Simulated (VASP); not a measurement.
# ZnSe5 (P6/mmm) in VASP: notebook, part 3 of 3

VASP 6.6.1.

## 6. Relaxation of cell and atoms, PBE

The input, INCAR:

```
SYSTEM = ZnSe5
PREC = Accurate
ENCUT = 600
EDIFF = 1E-7
ISMEAR = 0
SIGMA = 0.1
LREAL = .False.
LASPH = .True.
NELM = 80
ALGO = Normal
ISIF = 3
LWAVE = .False.
LCHARG = .False.
GGA = PE
IBRION = 2
NSW = 100
EDIFFG = -0.01
```

The input, KPOINTS:

```
regular mesh
0
Gamma
  6 6 10
  0 0 0
```

The input, POSCAR:

```
ZnSe5
1.0
    7.2567133095      0.0000000000      0.0000000000
   -3.6283566548      6.2844980740      0.0000000000
    0.0000000000      0.0000000000      3.5100401477
Zn Se
1 5
Direct
    0.0000000000      0.0000000000      0.0000000000
    0.5000000000      0.0000000000      0.5000000000
    0.5000000000      0.5000000000      0.5000000000
    0.0000000000      0.5000000000      0.5000000000
    0.3333333333      0.6666666667      0.0000000000
    0.6666666667      0.3333333333      0.0000000000
```

Potentials or basis: VASP PAW PBE potentials, release 64 (Zn, Se).

The run is started by

```console
$ cat potpaw_PBE.64/Zn/POTCAR potpaw_PBE.64/Se/POTCAR > POTCAR
$ mpirun -np 1 vasp_std > vasp.out
```

OUTCAR:

```text
SYSTEM = ZnSe5
   PREC = Accurate
   ENCUT = 600
   EDIFF = 1E-7
   ISMEAR = 0
   LREAL = .False.
   LASPH = .True.
   NELM = 80
   ISIF = 3
   GGA = PE
   IBRION = 2
   NSW = 100
   EDIFFG = -0.01

 ion  position               nearest neighbor table
   1  0.000  0.000  0.000-
   2  0.500  0.000  0.500-   5 2.73   6 2.73   5 2.73   6 2.73
   3  0.500  0.500  0.500-   5 2.73   6 2.73   5 2.73   6 2.73
   4  0.000  0.500  0.500-   5 2.73   6 2.73   5 2.73   6 2.73
   5  0.333  0.667  0.000-   4 2.73   4 2.73   2 2.73   2 2.73   3 2.73   3 2.73
   6  0.667  0.333  0.000-   4 2.73   4 2.73   2 2.73   2 2.73   3 2.73   3 2.73

  LATTYP: Found a hexagonal cell.
 ALAT       =     7.2567133095
 C/A-ratio  =     0.4836955793

  Lattice vectors:

 A1 = (   7.2567133095,   0.0000000000,   0.0000000000)
 A2 = (  -3.6283566548,   6.2844980740,   0.0000000000)
 A3 = (   0.0000000000,   0.0000000000,   3.5100401477)

Analysis of symmetry for initial positions (statically):
=====================================================================
 Subroutine PRICEL returns:
 Original cell was already a primitive cell.

 Routine SETGRP: Setting up the symmetry group for a
 hexagonal supercell.

 Subroutine GETGRP returns: Found 24 space group operations
 (whereof 24 operations were pure point group operations)
 out of a pool of 24 trial point group operations.

The static configuration has the point symmetry D_6h.

Analysis of symmetry for dynamics (positions and initial velocities):
=====================================================================
 Subroutine PRICEL returns:
 Original cell was already a primitive cell.

 Routine SETGRP: Setting up the symmetry group for a
 hexagonal supercell.

 Subroutine GETGRP returns: Found 24 space group operations
 (whereof 24 operations were pure point group operations)
 out of a pool of 24 trial point group operations.
[... 130 lines left out ...]
  volume/ion in A,a.u.               =      26.68       180.04
  Fermi-wavevector in a.u.,A,eV,Ry     =   1.048054  1.980535 14.944877  1.098417
  Thomas-Fermi vector in A             =   2.182960
   LORBIT       =      0    0 simple, 1 ext, 2 COOP (PROOUT), +10 PAW based schemes
   GGA     = PE    functional components
   LHFCALC =     F    Hartree Fock is set to
   AEXX    =    0.0000 exact exchange contribution
   IVDW    =     0    specifies the selected vdW correction
   LEPSILON=     F    determine dielectric tensor
   LRPA    =     F    only Hartree local field effects (RPA)
 conjugate gradient relaxation of ions
 non-spin polarized calculation
 Gauss-broadening in eV      SIGMA  =   0.10
  energy-cutoff  :      600.00
  volume of cell :      160.07
 maximum number of plane-waves:      5408
 NGX is ok and might be reduce to    60
   NGX = 29   NGY = 29   NGZ = 15

--------------------------------------- Ionic step        1  -------------------------------------------

 number of electron      42.0000014 magnetization

 Free energy of the ion-electron system (eV)
  ---------------------------------------------------
  ext. energy  EPLUGINS =         0.00000000
  ---------------------------------------------------
  free energy    TOTEN  =       -16.12116807 eV

  energy without entropy =      -16.10584168  energy(sigma->0) =      -16.11350487

------------------------ aborting loop because EDIFF is reached ----------------------------------------

  FORCE on cell =-STRESS in cart. coord.  units (eV):
  Direction    XX          YY          ZZ          XY          YZ          ZX
  --------------------------------------------------------------------------------------
  -------------------------------------------------------------------------------------
  Total        0.0198146      0.0198146      0.7521483     -0.0000000      0.0000000      0.0000000
  in kB        0.1983228      0.1983228      7.5282042     -0.0000000      0.0000000      0.0000000
  external PRESSURE =       2.6416166 kB  Pullay stress =       0.0000000 kB
[... 147 lines left out ...]
--------------------------------------- Ionic step        5  -------------------------------------------

 number of electron      42.0000012 magnetization

 Free energy of the ion-electron system (eV)
  ---------------------------------------------------
  ext. energy  EPLUGINS =         0.00000000
  ---------------------------------------------------
  free energy    TOTEN  =       -16.12470230 eV

  energy without entropy =      -16.10776273  energy(sigma->0) =      -16.11623251

 E-fermi :   2.1893     XC(G=0):  -8.9498

 val. band max:        2.1795167004   @ k =   0.3333   0.0000   0.4000
 cond. band min:       2.1998412571   @ k =   0.0000   0.0000   0.4000
 fundamental gap:      0.0203245567
 Fermi energy:         2.1893002803

 k-point     1 :       0.0000    0.0000    0.0000
  band No.  band energies     occupation
      1     -13.6428      2.00000
      2     -11.9359      2.00000
      3     -10.7218      2.00000
      4     -10.7218      2.00000
      5      -7.5885      2.00000
      6      -3.2826      2.00000
[... 661 lines left out ...]
     24       4.2831      0.00000
     25       4.5002      0.00000

 [... further k-points ...]
[... 5 lines left out ...]
  --------------------------------------------------------------------------------------
  -------------------------------------------------------------------------------------
  Total        0.0010905      0.0010905      0.0026911     -0.0000000     -0.0000000     -0.0000000
  in kB        0.0108897      0.0108897      0.0268730     -0.0000000     -0.0000000     -0.0000000
  external PRESSURE =       0.0162175 kB  Pullay stress =       0.0000000 kB
[... 21 lines left out ...]
  FREE ENERGIE OF THE ION-ELECTRON SYSTEM (eV)
  ---------------------------------------------------
  free  energy   TOTEN  =       -16.1247022953 eV

  energy  without entropy=      -16.1077627332  energy(sigma->0) =      -16.11623251

 reached required accuracy - stopping structural energy minimisation
```

OSZICAR:

```text
N       E                     dE             d eps       ncg     rms          rms(c)
DAV:   1     0.308691172061E+03    0.30869E+03   -0.19505E+04  2100   0.173E+03
[... 46 lines left out ...]
DAV:   2    -0.161252475560E+02    0.23462E-02   -0.68964E-03  2316   0.751E-01    0.143E-01
DAV:   3    -0.161247850908E+02    0.46247E-03   -0.87798E-04  2443   0.165E-01    0.606E-02
DAV:   4    -0.161247060297E+02    0.79061E-04   -0.14126E-04  2521   0.920E-02    0.181E-02
DAV:   5    -0.161247022521E+02    0.37777E-05   -0.33813E-05  2416   0.471E-02    0.800E-03
DAV:   6    -0.161247024874E+02   -0.23527E-06   -0.25175E-06  2343   0.931E-03    0.309E-03
DAV:   7    -0.161247023205E+02    0.16681E-06   -0.36988E-07  1702   0.383E-03    0.603E-04
DAV:   8    -0.161247022953E+02    0.25289E-07   -0.59961E-08  1137   0.175E-03
   5 F= -.16124702E+02 E0= -.16116233E+02  d E =-.940454E-03
```

Wall time 6.6 min (1 thread of AMD EPYC 9R45 (Zen 5), shared host); peak memory 0.41 GiB.

What came out:

- Free energy: -16.1247 eV
- Relaxed volume: 26.74 Å³/atom
- Relaxed cell: a = 7.230 Å, b = 7.230 Å, c = 3.544 Å, α = 90.00°, β = 90.00°, γ = 120.00°
- Space group after relaxing (to 0.05 Å): P6/mmm (No. 191)
- Energy gained by relaxing: 0.6 meV/atom
- Ionic steps: 5
- Pressure after relaxing: 0.0 GPa
- Band gap on the k mesh: zero (band 21 reaches 3.31 eV, above the bottom of band 22 at 1.60 eV)

Step by step:
```
step  energy change (eV)  largest force (eV/Å)  pressure (GPa)  volume (Å³)
   1              0.0000                0.0000            0.26       160.07
   2             -0.0026                0.0000           -0.10       161.09
   3             -0.0026                0.0000           -0.15       161.25
   4             -0.0033                0.0000           -0.08       160.84
   5             -0.0035                0.0000            0.00       160.44
```

Final structure:
```yaml
crystal:
  lattice:
    - [7.23013, 0.00000, 0.00000]
    - [-3.61507, 6.26148, 0.00000]
    - [0.00000, 0.00000, 3.54407]
  atoms:
    - { symbol: Zn, position: [0.00000, 0.00000, 0.00000] }
    - { symbol: Se, position: [0.50000, 0.00000, 0.50000] }
    - { symbol: Se, position: [0.50000, 0.50000, 0.50000] }
    - { symbol: Se, position: [0.00000, 0.50000, 0.50000] }
    - { symbol: Se, position: [0.33333, 0.66667, 0.00000] }
    - { symbol: Se, position: [0.66667, 0.33333, 0.00000] }
```

Levels at points of the mesh, in eV from the Fermi level:
```
           k point  band 19  band 20  band 21  band 22  band 23  band 24
(0.00, 0.00, 0.00)    -1.35    -1.16    -0.59    -0.59    -0.49     3.15
(0.50, 0.00, 0.00)    -0.59    -0.54    -0.15     0.97     1.20     1.72
(0.00, 0.00, 0.50)    -1.69    -0.50    -0.50     0.07     0.35     2.34
(0.50, 0.00, 0.50)    -1.23    -0.21    -0.16     0.49     1.36     1.44
```

## 7. Summary

| task | cell | k mesh | cutoff (eV) | gap on the mesh (eV) | pressure (GPa) | relaxed volume (Å³/atom) |
| --- | --- | --- | --- | --- | --- | --- |
| single point | a = 7.257, b = 7.257, c = 3.510 Å, angles 90.0, 90.0, 120.0°, 6 atoms | 3 × 3 × 6 | 520 | none | 0.1 | - |
| relaxation of cell and atoms | relaxed from a = 6.194, b = 6.194, c = 4.935 Å, angles 90.0, 90.0, 120.0°, 6 atoms | 3 × 3 × 4 | 600 | none | 0.0 | 26.99 |
| single point | a = 7.234, b = 7.234, c = 3.543 Å, angles 90.0, 90.0, 120.0°, 6 atoms | 6 × 6 × 10 | 520 | none | 0.0 | - |
| relaxation of cell and atoms | relaxed from a = 7.268, b = 7.268, c = 3.527 Å, angles 90.0, 90.0, 120.0°, 6 atoms | 3 × 3 × 6 | 600 | none | 0.0 | 26.69 |
| relaxation of cell and atoms | relaxed from a = 7.257, b = 7.257, c = 3.510 Å, angles 90.0, 90.0, 120.0°, 6 atoms | 6 × 6 × 10 | 600 | none | 0.0 | 26.74 |

Alike in all rows: level PBE; potentials or basis VASP PAW PBE potentials, release 64 (Zn, Se); no spin polarisation; smearing gaussian 0.1 eV.

Caveats: some runs use coarse meshes.

Absolute energies hang on the potentials; compare differences alone.
